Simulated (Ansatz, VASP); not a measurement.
**TiO2 in VASP and in Ansatz**

Contents of INCAR:

```
SYSTEM = TiO2
PREC = Accurate
ENCUT = 520
EDIFF = 1E-7
ISMEAR = -1
SIGMA = 0.05
LREAL = .FALSE.
LASPH = .TRUE.
NELM = 80
ALGO = Normal
ISIF = 2
LWAVE = .FALSE.
LCHARG = .TRUE.
GGA = PE
LELF = .TRUE.
LVHAR = .TRUE.
NBANDS = 60
```

The input KPOINTS:

```
regular mesh
0
G
  5 5 5
  0 0 0
```

The input POSCAR:

```
TiO2
1.0
    4.7164457858      0.0000000000      0.0000000000
    0.0000000000      4.7744467708      0.0000000000
   -0.8456277397      0.0000000000      4.9665942755
Ti O
4 8
Direct
    0.2774352600      0.0528083600      0.2131482700
    0.7225647400      0.5528083600      0.2868517300
    0.7225647400      0.9471916400      0.7868517300
    0.2774352600      0.4471916400      0.7131482700
    0.0638382200      0.1769655200      0.8515567400
    0.9361617800      0.6769655200      0.6484432600
    0.9361617800      0.8230344800      0.1484432600
    0.0638382200      0.3230344800      0.3515567400
    0.4453609900      0.7576317400      0.4667718600
    0.5546390100      0.2576317400      0.0332281400
    0.5546390100      0.2423682600      0.5332281400
    0.4453609900      0.7423682600      0.9667718600
```

The input input.yaml:

```yaml
crystal:
  lattice:
    - [4.7164457858, 0.0, 0.0]
    - [0.0, 4.7744467708, 0.0]
    - [-0.8456277397, 0.0, 4.9665942755]
  atoms:
    - { symbol: Ti, position: [0.27743526, 0.05280836, 0.21314827] }
    - { symbol: Ti, position: [0.72256474, 0.55280836, 0.28685173] }
    - { symbol: Ti, position: [0.72256474, 0.94719164, 0.78685173] }
    - { symbol: Ti, position: [0.27743526, 0.44719164, 0.71314827] }
    - { symbol: O, position: [0.06383822, 0.17696552, 0.85155674] }
    - { symbol: O, position: [0.93616178, 0.67696552, 0.64844326] }
    - { symbol: O, position: [0.93616178, 0.82303448, 0.14844326] }
    - { symbol: O, position: [0.06383822, 0.32303448, 0.35155674] }
    - { symbol: O, position: [0.44536099, 0.75763174, 0.46677186] }
    - { symbol: O, position: [0.55463901, 0.25763174, 0.03322814] }
    - { symbol: O, position: [0.55463901, 0.24236826, 0.53322814] }
    - { symbol: O, position: [0.44536099, 0.74236826, 0.96677186] }
hamiltonian:
  xc: pbe
  pseudopotentials: { kind: paw }
kpoints:
  mp_grid: { grid: [5, 5, 5] }
scf:
  occupations: { method: fermi_dirac, width: 0.05 }
output:
  forces: true
  stress: true
  eigenvalues: true
```

Alike in both runs: task single point; functional PBE; k mesh 5 × 5 × 5; occupations fermi-dirac, width 0.05 eV; no spin polarisation.

|  | VASP | Ansatz |
| --- | --- | --- |
| version | VASP 6.6.1 | Ansatz 0.2.0 |
| potentials or method | VASP PAW PBE potentials, release 64 (Ti_sv, O) | Ansatz PAW |
| plane-wave cutoff (eV) | 520 | 420 |
| valence electrons in the cell | 96 | 96 |

VASP gave:

```
gap on the k mesh at the Fermi level (eV)                     : 2.36
least direct gap on the mesh (eV)                             : 2.50
pressure (GPa)                                                : 16.7
traceless stress, the component that is largest in VASP (GPa) : -4.62
rms of the force components (eV/Å)                            : 0.182
```

Q: Estimate Ansatz's values.

A: gap on the k mesh at the Fermi level (eV): 2.38; least direct gap on the mesh (eV): 2.52; pressure (GPa): 15.8; traceless stress, the component that is largest in VASP (GPa): -4.56; rms of the force components (eV/Å): 0.164.

Atom by atom the forces differ by 0.024 eV/Å (rms over components). The functional is the same, so the differences come from potentials, cutoffs and numerics.

Noted on Ansatz's run: odd divisions of the mesh miss points on the zone boundary, where band edges often lie, so the gap on the mesh can be too wide.
